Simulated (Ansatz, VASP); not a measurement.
## Two plane-wave programs on Al2Cu

```
Al Cu
1.0
    -1.92448    1.92448    2.83511
     1.92448   -1.92448    2.83511
     2.08486    2.08486   -2.83511
Al Cu
2 1
Direct
  0.75000 0.25000 0.50000
  0.25000 0.75000 0.50000
  0.50000 0.50000 0.00000
```

Change from the starting cell: strain +e along x and -e along y -0.0400, strain +e along z and -e/2 along x and y +0.0000.

Alike in both runs: task single point; functional LDA; k mesh 14 × 14 × 14; occupations gaussian, width 0.15 eV; no spin polarisation.

|  | VASP | Ansatz |
| --- | --- | --- |
| version | VASP 6.6.1 | Ansatz 0.2.0 |
| potentials or method | VASP PAW LDA potentials, release 64 (Al, Cu), cutoff 520 eV | scalar-relativistic, plane waves, PAW |
| valence electrons in the cell | 17 | 25 |

```csv
,VASP,Ansatz,Ansatz less VASP
gap on the k mesh at the Fermi level (eV),none,none,-
pressure (GPa),0.8,0.5,-0.30
"traceless stress, the component that is largest in VASP (GPa)",-4.43,-4.46,-0.023
```

Ansatz warns that its potentials were made for another functional, while VASP's fit it. LDA's correlation is that of Perdew and Zunger in VASP and of Perdew and Wang (1992) in Ansatz. A gap of «none» marks a metal or a gap that the smearing closes. VASP's potentials hold 17 valence electrons a cell and Ansatz's 25, so a difference there can come from the potentials and not from the codes.
